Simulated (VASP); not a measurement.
# GdO (F-43m) in VASP: notebook

GdO is run at these levels: PBE-based screened hybrid with 25 % exact exchange, PBE0; tasks: single point.

Everything below comes from runs of VASP 6.6.1. Logs are shortened: lines on timing, memory, paths and dates and some standing lists are left out, and cuts for length are marked.

### Step 1. The cell of the first run

It takes space group F-43m (No. 216, cubic). The conventional cell has a = 5.362 Å, b = 5.362 Å, c = 5.362 Å, α = 90.00°, β = 90.00°, γ = 90.00°. Gd (site symmetry -43m) has 4 O at 2.32 Å within 3.1 Å. O (site symmetry -43m) has 4 Gd at 2.32 Å within 3.1 Å.

### Step 2. Single point, PBE-based screened hybrid with 25 % exact exchange, collinear spin, ferromagnetic start

The input, POSCAR:

```
GdO
1.0
    0.0000000000      2.6812385102      2.6812385102
    2.6812385102      0.0000000000      2.6812385102
    2.6812385102      2.6812385102      0.0000000000
Gd O
1 1
Direct
    0.0000000000      0.0000000000      0.0000000000
    0.7500000000      0.7500000000      0.7500000000
```

The input, INCAR.step1:

```
PREC = Accurate
ENCUT = 520
EDIFF = 1E-5
ISMEAR = -1
SIGMA = 0.05
LREAL = F
LASPH = T
NELM = 150
ALGO = Normal
ISIF = 2
LWAVE = T
ISPIN = 2
MAGMOM = 7 0
LORBIT = 11
LMAXMIX = 6
NBANDS = 23
GGA = PE
KPAR = 4
```

The input, INCAR.step2:

```
PREC = Accurate
ENCUT = 520
EDIFF = 1E-6
ISMEAR = -1
SIGMA = 0.05
LREAL = F
LASPH = T
NELM = 150
ALGO = Normal
ISIF = 2
LWAVE = F
LCHARG = T
ISPIN = 2
MAGMOM = 7 0
LORBIT = 11
LMAXMIX = 6
GGA = PE
LHFCALC = T
AEXX = 0.25
HFSCREEN = 0.3
PRECFOCK = Normal
LVHAR = T
NBANDS = 23
ISTART = 1
KPAR = 4
```

The input, KPOINTS:

```
regular mesh
0
Gamma
  5 5 5
```

Potentials or basis: VASP PAW PBE potentials, release 64 (Gd, O).

The run is started by

```console
> cat potpaw_PBE.64/Gd/POTCAR potpaw_PBE.64/O/POTCAR > POTCAR
> cp INCAR.step1 INCAR
> mpirun -np 4 vasp_std > vasp.out
> cp INCAR.step2 INCAR
> mpirun -np 4 vasp_std > vasp.out
```

OUTCAR:

```text
PREC = Accurate
   ENCUT = 520
   EDIFF = 1E-6
   ISMEAR = -1
   LREAL = F
   LASPH = T
   NELM = 150
   ISIF = 2
   ISPIN = 2
   LORBIT = 11
   GGA = PE
   LHFCALC = T
   AEXX = 0.25
   HFSCREEN = 0.3
   PRECFOCK = Normal
   ISTART = 1

 ion  position               nearest neighbor table
   1  0.000  0.000  0.000-   2 2.32   2 2.32   2 2.32   2 2.32
   2  0.750  0.750  0.750-   1 2.32   1 2.32   1 2.32   1 2.32

  LATTYP: Found a face centered cubic cell.
 ALAT       =     5.3624770204

  Lattice vectors:

 A1 = (   0.0000000000,   2.6812385102,   2.6812385102)
 A2 = (   2.6812385102,   0.0000000000,   2.6812385102)
 A3 = (   2.6812385102,   2.6812385102,   0.0000000000)

Analysis of symmetry for initial positions (statically):
=====================================================================
 Subroutine PRICEL returns:
 Original cell was already a primitive cell.

 Routine SETGRP: Setting up the symmetry group for a
 face centered cubic supercell.

 Subroutine GETGRP returns: Found 24 space group operations
 (whereof 24 operations were pure point group operations)
 out of a pool of 48 trial point group operations.

The static configuration has the point symmetry T_d .

Analysis of symmetry for dynamics (positions and initial velocities):
=====================================================================
 Subroutine PRICEL returns:
 Original cell was already a primitive cell.

 Routine SETGRP: Setting up the symmetry group for a
 face centered cubic supercell.

 Subroutine GETGRP returns: Found 24 space group operations
 (whereof 24 operations were pure point group operations)
 out of a pool of 48 trial point group operations.

The dynamic configuration has the point symmetry T_d .

Analysis of structural, dynamic, and magnetic symmetry:
=====================================================================
 Subroutine PRICEL returns:
 Original cell was already a primitive cell.

 Routine SETGRP: Setting up the symmetry group for a
 face centered cubic supercell.

 Subroutine GETGRP returns: Found 24 space group operations
 (whereof 24 operations were pure point group operations)
 out of a pool of 48 trial point group operations.

The overall configuration has the point symmetry T_d .

 Subroutine INISYM returns: Found 24 space group operations
 (whereof 24 operations are pure point group operations),
 and found     1 'primitive' translations

----------------------------------------------------------------------------------------

                                     Primitive cell

  volume of cell :      38.5511

  direct lattice vectors                    reciprocal lattice vectors
     0.000000000  2.681238510  2.681238510    -0.186480986  0.186480986  0.186480986
     2.681238510  0.000000000  2.681238510     0.186480986 -0.186480986  0.186480986
     2.681238510  2.681238510  0.000000000     0.186480986  0.186480986 -0.186480986

  length of vectors
     3.791843865  3.791843865  3.791843865     0.322994542  0.322994542  0.322994542

  position of ions in fractional coordinates (direct lattice)
     0.000000000  0.000000000  0.000000000
     0.750000000  0.750000000  0.750000000

  ion indices of the primitive-cell ions
   primitive index   ion index
                 1           1
                 2           2

----------------------------------------------------------------------------------------

 KPOINTS: regular mesh

Automatic generation of k-mesh.
 Grid dimensions read from file:
 generate k-points for:    5    5    5

 Generating k-lattice:

  Cartesian coordinates                     Fractional coordinates (reciprocal lattice)
    -0.037296197  0.037296197  0.037296197     0.200000000  0.000000000  0.000000000
     0.037296197 -0.037296197  0.037296197     0.000000000  0.200000000  0.000000000
     0.037296197  0.037296197 -0.037296197     0.000000000  0.000000000  0.200000000

  Length of vectors
     0.064598908  0.064598908  0.064598908

  Shift w.r.t. Gamma in fractional coordinates (k-lattice)
     0.000000000  0.000000000  0.000000000

 Subroutine IBZKPT returns following result:
 ===========================================

 Found     10 irreducible k-points:

 Following reciprocal coordinates:
            Coordinates               Weight
  0.000000  0.000000  0.000000      1.000000
  0.200000  0.000000  0.000000      8.000000
  0.400000  0.000000  0.000000      8.000000
  0.200000  0.200000  0.000000      6.000000
  0.400000  0.200000  0.000000     24.000000
 -0.400000  0.200000  0.000000     24.000000
 -0.200000  0.200000  0.000000     12.000000
  0.400000  0.400000  0.000000      6.000000
 -0.400000  0.400000  0.000000     12.000000
 -0.400000  0.400000  0.200000     24.000000
   k-points           NKPTS =     10   k-points in BZ     NKDIM =    125   number of bands    NBANDS=     23
   number of dos      NEDOS =    301   number of ions     NIONS =      2
   total plane-waves  NPLWV =  21952
   dimension x,y,z NGX =    28 NGY =   28 NGZ =   28
   dimension x,y,z NGXF=    56 NGYF=   56 NGZF=   56
   ions per type =               1   1
   NGX,Y,Z   is equivalent  to a cutoff of  12.28, 12.28, 12.28 a.u.
   NGXF,Y,Z  is equivalent  to a cutoff of  24.55, 24.55, 24.55 a.u.
 SYSTEM =  unknown system
   PREC   = accura    normal or accurate (medium, high low for compatibility)
   ISTART =      1    job   : 0-new  1-cont  2-samecut
   ICHARG =      0    charge: 1-file 2-atom 10-const
   ISPIN  =      2    spin polarized calculation?
   LNONCOLLINEAR =      F non collinear calculations
   LSORBIT =      F    spin-orbit coupling
   LASPH  =      T    aspherical Exc in radial PAW
   ENCUT  =  520.0 eV  38.22 Ry    6.18 a.u.   7.05  7.05  7.05*2*pi/ulx,y,z
   NELM   =    150;   NELMIN=  2; NELMDL=  0     # of ELM steps
   EDIFF  = 0.1E-05   stopping-criterion for ELM
   LREAL  =      F    real-space projection
   EDIFFG = 0.1E-04   stopping-criterion for IOM
   NSW    =      0    number of steps for IOM
   IBRION =     -1    ionic relax: 0-MD 1-quasi-New 2-CG
   NFREE  =      0    steps in history (QN), initial steepest desc. (CG)
   ISIF   =      2    stress and relaxation
   ISYM   =      3    0-nonsym 1-usesym 2-fastsym
   POTIM  = 0.5000    time-step for ionic-motion
   TEBEG  =    0.0;   TEEND  =   0.0 temperature during run
   PSTRESS=    0.0 pullay stress
   NELECT =      24.0000    total number of electrons
   NUPDOWN=      -1.0000    fix difference up-down
   EMIN   =  10.00;   EMAX   =-10.00  energy-range for DOS
   EFERMI =   0.00;   METHOD = LEGACY
   ISMEAR =    -1;   SIGMA  =   0.05  broadening in eV -4-tet -1-fermi 0-gaus
   EFERMI_NEDOS =   21; number of points for ismear=-14 and -15
   IALGO  =     38    algorithm
   IMIX   =      1    mixing-type and parameters
     AMIX     =   0.40;   BMIX     =  1.00
     AMIX_MAG =   1.60;   BMIX_MAG =  1.00
  volume/ion in A,a.u.               =      19.28       130.08
  Fermi-wavevector in a.u.,A,eV,Ry     =   1.397869  2.641589 26.586296  1.954038
  Thomas-Fermi vector in A             =   2.521083
   LORBIT       =     11    0 simple, 1 ext, 2 COOP (PROOUT), +10 PAW based schemes
   GGA     = PE    functional components
   LHFCALC =     T    Hartree Fock is set to
   PRECFOCK=normal    Normal, Fast or Accurate (Low or Medium for compatibility)
   ENCUT4O =  -1.0   cutoff for four orbital integrals eV
   NKREDX  =     1    reduce k-point grid by
   NKREDY  =     1    reduce k-point grid by
   NKREDZ  =     1    reduce k-point grid by
   AEXX    =    0.2500 exact exchange contribution
   HFSCREEN=    0.3000 screening length (either q_TF or 0.3 A-1)
   HFSCREENC=   0.3000 screening length for correlation (either q_TF or 0.3 A-1)
   ENCUTFOCK=  -1.0 apply spherical cutoff to Coloumb kernel
   IVDW    =     0    specifies the selected vdW correction
   LEPSILON=     F    determine dielectric tensor
   LRPA    =     F    only Hartree local field effects (RPA)
 spin polarized calculation
  energy-cutoff  :      520.00
  volume of cell :       38.55
 maximum number of plane-waves:      1047
  NGX = 24; NGY = 24; NGZ = 24

 number of electron      23.9999997 magnetization       7.9856665

 Free energy of the ion-electron system (eV)
  ---------------------------------------------------
  ext. energy  EPLUGINS =         0.00000000
  ---------------------------------------------------
  free energy    TOTEN  =       -35.28406559 eV

  energy without entropy =      -35.28264608  energy(sigma->0) =      -35.28335584

 E-fermi :   4.1258     XC(G=0):  -8.5708

 val. band max:        4.0217750641   @ k =   0.4000   0.0000   0.0000
 cond. band min:       4.5109777236   @ k =   0.2000   0.0000   0.0000
 fundamental gap:      0.4892026595
 Fermi energy:         4.1257719962

 spin component 1

 k-point     1 :       0.0000    0.0000    0.0000
  band No.  band energies     occupation
      1     -44.6596      1.00000
      2     -20.6030      1.00000
      3     -20.6030      1.00000
      4     -20.6030      1.00000
      5     -17.6772      1.00000
      6      -4.2784      1.00000
[... 233 lines left out ...]
      6      -4.3653      1.00000
[... 15 lines left out ...]
     22      13.5431      0.00000
     23      14.8613      0.00000
 Fermi energy:         4.1257719962

 spin component 2

 k-point     1 :       0.0000    0.0000    0.0000
  band No.  band energies     occupation
      1     -41.1337      1.00000
      2     -17.9130      1.00000
      3     -17.9130      1.00000
      4     -17.9130      1.00000
      5     -17.5121      1.00000
      6      -2.3209      1.00000
[... 249 lines left out ...]
     22      14.9680      0.00000
     23      16.4494      0.00000

------------------------ aborting loop because EDIFF is reached ----------------------------------------

  FORCE on cell =-STRESS in cart. coord.  units (eV):
  Direction    XX          YY          ZZ          XY          YZ          ZX
  --------------------------------------------------------------------------------------
  -------------------------------------------------------------------------------------
  Total        0.0149336      0.0149336      0.0149336      0.0000000     -0.0000000      0.0000000
  in kB        0.6206366      0.6206366      0.6206366      0.0000000     -0.0000000      0.0000000
  external PRESSURE =       0.6206366 kB  Pullay stress =       0.0000000 kB

 VOLUME and BASIS-vectors are now :
 -----------------------------------------------------------------------------
  energy-cutoff  :      520.00
  volume of cell :       38.55
      direct lattice vectors                 reciprocal lattice vectors
     0.000000000  2.681238510  2.681238510    -0.186480986  0.186480986  0.186480986
     2.681238510  0.000000000  2.681238510     0.186480986 -0.186480986  0.186480986
     2.681238510  2.681238510  0.000000000     0.186480986  0.186480986 -0.186480986

 POSITION                                       TOTAL-FORCE (eV/Angst)
 -----------------------------------------------------------------------------------
      0.00000      0.00000      0.00000        -0.000000     -0.000000     -0.000000
      4.02186      4.02186      4.02186         0.000000      0.000000      0.000000
 -----------------------------------------------------------------------------------
    total drift:                                0.000013     -0.000019      0.000006

  FREE ENERGIE OF THE ION-ELECTRON SYSTEM (eV)
  ---------------------------------------------------
  free  energy   TOTEN  =       -35.2840655907 eV

  energy  without entropy=      -35.2826460826  energy(sigma->0) =      -35.28335584

 total charge

# of ion       s       p       d       f       tot
--------------------------------------------------
    1        2.032   5.669   0.482   6.978  15.161
    2        1.571   3.479   0.000   0.000   5.050
--------------------------------------------------
tot          3.603   9.148   0.482   6.978  20.211

 magnetization (x)

# of ion       s       p       d       f       tot
--------------------------------------------------
    1        0.007  -0.040   0.195   6.912   7.074
    2        0.007   0.017   0.000   0.000   0.025
--------------------------------------------------
tot          0.014  -0.023   0.195   6.912   7.098
```

Run time: 32 min. Hardware: 4 MPI ranks of Oxide Virtual Turin-like, shared host; peak memory 0.27 GiB.

Results:

```
Free energy                                           : -35.2841 eV
Pressure                                              : 0.1 GPa
Band gap on the k mesh                                : zero (filled and empty bands overlap)
Net moment                                            : 7.99 μB per cell
Site moments                                          : Gd +7.07; O +0.03 μB
Valence electrons inside the program's atomic spheres : Gd 15.16; O 5.05
```

Caveat: the k points lie up to 0.41 Å⁻¹ apart, too coarse for converged energies and pressures of a metal; the PAW data sets were made with another functional, which shifts forces and pressure a little; spin-orbit coupling is left out, which moves the levels of the heavy elements; a cell with one magnetic atom can't hold antiferromagnetic order, which such compounds often take. The state reached can hang on the start; a lower one may exist.

### Step 3. Single point, PBE0, collinear spin, ferromagnetic start

This run uses another cell than the first one, of 19.68 Å³/atom.

The input, POSCAR:

```
GdO
1.0
    0.0000000000      2.7000000000      2.7000000000
    2.7000000000      0.0000000000      2.7000000000
    2.7000000000      2.7000000000      0.0000000000
Gd O
1 1
Direct
    0.0000000000      0.0000000000      0.0000000000
    0.7500000000      0.7500000000      0.7500000000
```

The input, INCAR.step1:

```
SYSTEM = GdO
  PREC = Accurate
  ENCUT = 520
  EDIFF = 1E-5
  ISMEAR = -1
  SIGMA = 0.05
  LREAL = .FALSE.
  LASPH = .TRUE.
  NELM = 150
  ALGO = Normal
  ISIF = 2
  LWAVE = .TRUE.
  LCHARG = .FALSE.
  ISPIN = 2
  MAGMOM = 7 0
  LORBIT = 11
  LMAXMIX = 6
  NBANDS = 23
  GGA = PE
  KPAR = 4
```

The input, INCAR.step2:

```
SYSTEM = GdO
  PREC = Accurate
  ENCUT = 520
  EDIFF = 1E-7
  ISMEAR = -1
  SIGMA = 0.05
  LREAL = .FALSE.
  LASPH = .TRUE.
  NELM = 150
  ALGO = Normal
  ISIF = 2
  LWAVE = .FALSE.
  LCHARG = .FALSE.
  ISPIN = 2
  MAGMOM = 7 0
  LORBIT = 11
  LMAXMIX = 6
  GGA = PE
  LHFCALC = .TRUE.
  AEXX = 0.25
  PRECFOCK = Normal
  NBANDS = 23
  ISTART = 1
  KPAR = 4
```

The input, KPOINTS:

```
regular mesh
0
G
  5 5 5
  0 0 0
```

Potentials or basis: VASP PAW PBE potentials, release 64 (Gd, O).

The run is started by

```console
> cat potpaw_PBE.64/Gd/POTCAR potpaw_PBE.64/O/POTCAR > POTCAR
> cp INCAR.step1 INCAR
> mpirun -np 4 vasp_std > vasp.out
> cp INCAR.step2 INCAR
> mpirun -np 4 vasp_std > vasp.out
```

Run time: 62 min. Hardware: 4 MPI ranks of Oxide Virtual Turin-like, shared host; peak memory 0.19 GiB.

It converged, with:

* Free energy: -38.4490 eV
* Pressure: -2.1 GPa
* Band gap on the k mesh: zero (filled and empty bands overlap)
* Net moment: 7.98 μB per cell
* Site moments: Gd +7.07; O +0.03 μB
* Valence electrons inside the program's atomic spheres: Gd 15.14; O 5.04

Levels at points of the mesh, in eV from the Fermi level:
Spin up:
```tsv
k point	band 14	band 15	band 16	band 17	band 18	band 19
(0.00, 0.00, 0.00)	-6.61	-6.61	-2.92	3.99	3.99	5.85
```
Spin down:
| k point | band 6 | band 7 | band 8 | band 9 | band 10 | band 11 |
| --- | --- | --- | --- | --- | --- | --- |
| (0.00, 0.00, 0.00) | -6.49 | -6.49 | -6.49 | -0.52 | 4.25 | 4.25 |

Caveat: the k points lie up to 0.40 Å⁻¹ apart; the PAW data sets were made with another functional, which shifts forces and pressure a little; spin-orbit coupling is left out, which moves the levels of the heavy elements; a cell with one magnetic atom can't hold antiferromagnetic order, which such compounds often take.

The gap in the log of VASP goes by the Fermi energy; the results here count the filled bands.